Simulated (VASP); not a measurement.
# CdTe (F-43m) in VASP: further runs, part 2 of 2

VASP 6.6.1.

## Step 5: Relaxation of cell and atoms, PBEsol, target pressure 4 GPa, at which the enthalpy is minimised

This run uses another cell than the first one, of 34.16 Å³/atom, 1.044 times its volume.

INCAR reads:

```
SYSTEM = CdTe
ALGO = Normal
EDIFF = 1E-7
EDIFFG = -0.002
ENCUT = 600
GGA = PS
IBRION = 2
ISIF = 3
ISMEAR = 0
LASPH = .True.
LCHARG = .False.
LREAL = .False.
LWAVE = .False.
NELM = 80
NSW = 100
PREC = Accurate
PSTRESS = 40.0
SIGMA = 0.01
```

KPOINTS reads:

```
k-points
0
Gamma
  6 6 6
  0 0 0
```

POSCAR reads:

```
CdTe
1.0
    0.0000000000      3.2446940540      3.2446940540
    3.2446940540      0.0000000000      3.2446940540
    3.2446940540      3.2446940540      0.0000000000
Cd Te
1 1
Direct
    0.0000000000      0.0000000000      0.0000000000
    0.7500000000      0.7500000000      0.7500000000
```

Potentials or basis: VASP PAW PBE potentials, release 64 (Cd, Te).

On the command line:

```sh
$ cat potpaw_PBE.64/Cd/POTCAR potpaw_PBE.64/Te/POTCAR > POTCAR
$ mpirun -np 1 vasp_std > vasp.out
```

OUTCAR:

```text
SYSTEM = CdTe
   EDIFF = 1E-7
   EDIFFG = -0.002
   ENCUT = 600
   GGA = PS
   IBRION = 2
   ISIF = 3
   ISMEAR = 0
   LASPH = .True.
   LREAL = .False.
   NELM = 80
   NSW = 100
   PREC = Accurate
   PSTRESS = 40.0

 ion  position               nearest neighbor table
   1  0.000  0.000  0.000-   2 2.81   2 2.81   2 2.81   2 2.81
   2  0.750  0.750  0.750-   1 2.81   1 2.81   1 2.81   1 2.81

  LATTYP: Found a face centered cubic cell.
 ALAT       =     6.4893881080

  Lattice vectors:

 A1 = (   0.0000000000,   3.2446940540,   3.2446940540)
 A2 = (   3.2446940540,   0.0000000000,   3.2446940540)
 A3 = (   3.2446940540,   3.2446940540,   0.0000000000)

Analysis of symmetry for initial positions (statically):
=====================================================================
 Subroutine PRICEL returns:
 Original cell was already a primitive cell.

 Routine SETGRP: Setting up the symmetry group for a
 face centered cubic supercell.

 Subroutine GETGRP returns: Found 24 space group operations
 (whereof 24 operations were pure point group operations)
 out of a pool of 48 trial point group operations.

The static configuration has the point symmetry T_d .

Analysis of symmetry for dynamics (positions and initial velocities):
=====================================================================
 Subroutine PRICEL returns:
 Original cell was already a primitive cell.

 Routine SETGRP: Setting up the symmetry group for a
 face centered cubic supercell.

 Subroutine GETGRP returns: Found 24 space group operations
 (whereof 24 operations were pure point group operations)
 out of a pool of 48 trial point group operations.

The dynamic configuration has the point symmetry T_d .

 Subroutine INISYM returns: Found 24 space group operations
 (whereof 24 operations are pure point group operations),
 and found     1 'primitive' translations

----------------------------------------------------------------------------------------

[... 94 lines left out ...]
   NELECT =      18.0000    total number of electrons
   NUPDOWN=      -1.0000    fix difference up-down
   EMIN   =  10.00;   EMAX   =-10.00  energy-range for DOS
   EFERMI =   0.00;   METHOD = LEGACY
   ISMEAR =     0;   SIGMA  =   0.01  broadening in eV -4-tet -1-fermi 0-gaus
   EFERMI_NEDOS =   21; number of points for ismear=-14 and -15
   IALGO  =     38    algorithm
   IMIX   =      4    mixing-type and parameters
     AMIX     =   0.40;   BMIX     =  1.00
     AMIX_MAG =   1.60;   BMIX_MAG =  1.00
  volume/ion in A,a.u.               =      34.16       230.52
  Fermi-wavevector in a.u.,A,eV,Ry     =   1.049499  1.983265 14.986104  1.101448
  Thomas-Fermi vector in A             =   2.184464
   LORBIT       =      0    0 simple, 1 ext, 2 COOP (PROOUT), +10 PAW based schemes
   GGA     = PS    functional components
   LHFCALC =     F    Hartree Fock is set to
   AEXX    =    0.0000 exact exchange contribution
   IVDW    =     0    specifies the selected vdW correction
   LEPSILON=     F    determine dielectric tensor
   LRPA    =     F    only Hartree local field effects (RPA)
 conjugate gradient relaxation of ions
 non-spin polarized calculation
 Gauss-broadening in eV      SIGMA  =   0.01
  energy-cutoff  :      600.00
  volume of cell :       68.32
 maximum number of plane-waves:      2301
 NGX is ok and might be reduce to    40
   NGX = 19   NGY = 19   NGZ = 19

--------------------------------------- Ionic step        1  -------------------------------------------

 number of electron      17.9999998 magnetization

 Free energy of the ion-electron system (eV)
  ---------------------------------------------------
  ext. energy  EPLUGINS =         0.00000000
  ---------------------------------------------------
  free energy    TOTEN  =        -5.48346621 eV

  energy without entropy =       -5.48346621  energy(sigma->0) =       -5.48346621

------------------------ aborting loop because EDIFF is reached ----------------------------------------

  FORCE on cell =-STRESS in cart. coord.  units (eV):
  Direction    XX          YY          ZZ          XY          YZ          ZX
  --------------------------------------------------------------------------------------
  -------------------------------------------------------------------------------------
  Total        0.0593605      0.0593605      0.0593605     -0.0000000     -0.0000000     -0.0000000
  in kB        1.3920554      1.3920554      1.3920554     -0.0000000     -0.0000000     -0.0000000
  external PRESSURE =     -38.6079446 kB  Pullay stress =      40.0000000 kB
[... 177 lines left out ...]
--------------------------------------- Ionic step        6  -------------------------------------------

 number of electron      18.0000002 magnetization

 Free energy of the ion-electron system (eV)
  ---------------------------------------------------
  ext. energy  EPLUGINS =         0.00000000
  ---------------------------------------------------
  free energy    TOTEN  =        -5.42286550 eV

  energy without entropy =       -5.42286550  energy(sigma->0) =       -5.42286550

 E-fermi :   2.9768     XC(G=0):  -9.1057

 val. band max:        2.9071945505   @ k =   0.0000   0.0000   0.0000
 cond. band min:       3.7867507626   @ k =   0.0000   0.0000   0.0000
 fundamental gap:      0.8795562121
 Fermi energy:         2.9768122143

 k-point     1 :       0.0000    0.0000    0.0000
  band No.  band energies     occupation
      1      -8.7521      2.00000
      2      -5.6390      2.00000
      3      -5.6390      2.00000
      4      -5.6390      2.00000
      5      -5.3159      2.00000
      6      -5.3159      2.00000
      7       2.9072      2.00000
      8       2.9072      2.00000
      9       2.9072      2.00000
     10       3.7868      0.00000
     11       7.3883      0.00000
     12       7.3883      0.00000
     13       7.3883      0.00000
[... 271 lines left out ...]
  energy  without entropy=       -5.4228655036  energy(sigma->0) =       -5.42286550

  enthalpy is  TOTEN    =        -3.8427704889 eV   P V=        1.5800950147

 reached required accuracy - stopping structural energy minimisation
```

Wall time 79 s (1 thread of Intel Xeon 6975P-C (Granite Rapids), shared host); peak memory 0.24 GiB.

Results:

```
Free energy                                            : -5.4229 eV
Relaxed volume                                         : 31.64 Å³/atom
Relaxed cell                                           : a = 4.473 Å, b = 4.473 Å, c = 4.473 Å, α = 60.00°, β = 60.00°, γ = 60.00°
Space group after relaxing (to 0.05 Å)                 : F-43m (No. 216)
Energy change on relaxing (the enthalpy is what falls) : +30.3 meV/atom
Ionic steps                                            : 6
Pressure after relaxing                                : 4.0 GPa
Band gap on the k mesh                                 : 0.88 eV, direct
```

Step by step:
| step | energy change (eV) | largest force (eV/Å) | pressure (GPa) | volume (Å³) |
| --- | --- | --- | --- | --- |
| 1 | 0.0000 | 0.0000 | 0.14 | 68.32 |
| 2 | 0.1552 | 0.0000 | 6.98 | 60.50 |
| 3 | 0.0603 | 0.0000 | 3.99 | 63.30 |
| 4 | 0.0627 | 0.0000 | 4.08 | 63.21 |
| 5 | 0.0593 | 0.0000 | 3.95 | 63.34 |
| 6 | 0.0606 | 0.0000 | 4.00 | 63.29 |

Final structure:
```xyz
2
Lattice="0.0000 3.1630 3.1630 3.1630 0.0000 3.1630 3.1630 3.1630 0.0000" Properties=species:S:1:pos:R:3 pbc="T T T"
Cd    3.1630    6.3260    3.1630
Te    4.7445    4.7445    4.7445
```

Caveat: the cell is relaxed towards a set pressure, so the enthalpy falls and the energy may rise; the PAW data sets were made with another functional, which shifts forces and pressure a little; spin-orbit coupling is left out, which moves the levels of the heavy elements.

## Step 6: Relaxation of cell and atoms, PBEsol, target pressure 7 GPa, at which the enthalpy is minimised

This run uses another cell than the first one, of 34.16 Å³/atom, 1.044 times its volume.

INCAR reads:

```
PREC     = Accurate       # precision mode
ENCUT    = 600            # plane-wave cutoff, eV
EDIFF    = 1E-6           # SCF threshold, eV
ISMEAR   = 0              # smearing method
SIGMA    = 0.01           # smearing width, eV
LREAL    = False          # projectors in reciprocal space
LASPH    = True           # aspherical terms in the spheres
NELM     = 100            # most SCF steps
ALGO     = Normal         # electronic algorithm
ISIF     = 3              # what is computed and relaxed
LWAVE    = False          # write WAVECAR
LCHARG   = False          # write CHGCAR
GGA      = PS             # functional
IBRION   = 2              # ionic algorithm
NSW      = 100            # ionic steps
EDIFFG   = -0.002         # ionic threshold
PSTRESS  = 70.0
```

KPOINTS reads:

```
regular mesh
0
Gamma
  6 6 6
```

POSCAR is that of step 5.

Potentials or basis: VASP PAW PBE potentials, release 64 (Cd, Te).

On the command line:

```sh
$ cat potpaw_PBE.64/Cd/POTCAR potpaw_PBE.64/Te/POTCAR > POTCAR
$ mpirun -np 1 vasp_std > vasp.out
```

Run time: 1.7 min. Hardware: 1 thread of Intel Xeon 6975P-C (Granite Rapids), shared host; peak memory 0.25 GiB.

The run converged. Its results:

```yaml
Free_energy: -5.3277 eV
Relaxed_volume: 30.24 Å³/atom
Relaxed_cell: a = 4.406 Å, b = 4.406 Å, c = 4.406 Å, α = 60.00°, β = 60.00°, γ = 60.00°
Space_group_after_relaxing_to_0.05_Å: F-43m (No. 216)
Energy_change_on_relaxing_the_enthalpy_is_what_falls: +77.9 meV/atom
Ionic_steps: 10
Pressure_after_relaxing: 7.0 GPa
Band_gap_on_the_k_mesh: 1.02 eV, direct
```

The path:
```tsv
step	energy change (eV)	largest force (eV/Å)	pressure (GPa)	volume (Å³)
1	0.0000	0.0000	0.14	68.32
2	0.5434	0.0000	15.77	54.85
3	0.1514	0.0000	6.88	60.59
4	0.1579	0.0000	7.06	60.44
5	0.1540	0.0000	6.95	60.53
6	0.1557	0.0000	6.98	60.49
7	0.1562	0.0000	7.01	60.48
8	0.1560	0.0000	7.02	60.48
9	0.1559	0.0000	7.02	60.48
10	0.1558	0.0000	7.01	60.49
```

Final structure:
```yaml
crystal:
  lattice:
    - [0.00000, 3.11561, 3.11561]
    - [3.11561, 0.00000, 3.11561]
    - [3.11561, 3.11561, 0.00000]
  atoms:
    - { symbol: Cd, position: [0.00000, 0.00000, 0.00000] }
    - { symbol: Te, position: [0.75000, 0.75000, 0.75000] }
```

Levels at points of the mesh, in eV from the valence-band top:
```tsv
k point	band 7	band 8	band 9	band 10	band 11	band 12
(0.00, 0.00, 0.00)	0.00	0.00	0.00	1.02	4.43	4.43
(0.50, 0.00, 0.00)	-5.22	-0.98	-0.98	1.83	5.05	5.05
(0.50, 0.50, 0.00)	-4.97	-2.33	-2.33	2.19	2.51	9.41
```

Caveat: the cell is relaxed towards a set pressure, so the enthalpy falls and the energy may rise; the PAW data sets were made with another functional, which shifts forces and pressure a little; spin-orbit coupling is left out, which moves the levels of the heavy elements.

## Step 7: Overview

| task | cell | cutoff (eV) | gap on the mesh (eV) | pressure (GPa) |
| --- | --- | --- | --- | --- |
| single point | a = 4.523 Å, angles 60.0°, 2 atoms | 520 | 0.78 | 2.2 |
| relaxation of cell and atoms | relaxed to 1 GPa from a = 4.589 Å, angles 60.0°, 2 atoms | 600 | 0.71 | 1.0 |
| relaxation of cell and atoms | relaxed to 2 GPa from a = 4.589 Å, angles 60.0°, 2 atoms | 600 | 0.77 | 2.0 |
| relaxation of cell and atoms | relaxed to 4 GPa from a = 4.589 Å, angles 60.0°, 2 atoms | 600 | 0.88 | 4.0 |
| relaxation of cell and atoms | relaxed to 7 GPa from a = 4.589 Å, angles 60.0°, 2 atoms | 600 | 1.02 | 7.0 |

Alike in all rows: level PBEsol; potentials or basis VASP PAW PBE potentials, release 64 (Cd, Te); no spin polarisation; k mesh 6 × 6 × 6; smearing gaussian 0.01 eV.

Caveats: the PAW data sets were made with another functional, which shifts forces and pressure a little; spin-orbit coupling is left out, which moves the levels of the heavy elements; the cell is relaxed towards a set pressure, so the enthalpy falls and the energy may rise (some runs).

Absolute energies hang on the potentials; compare differences alone.
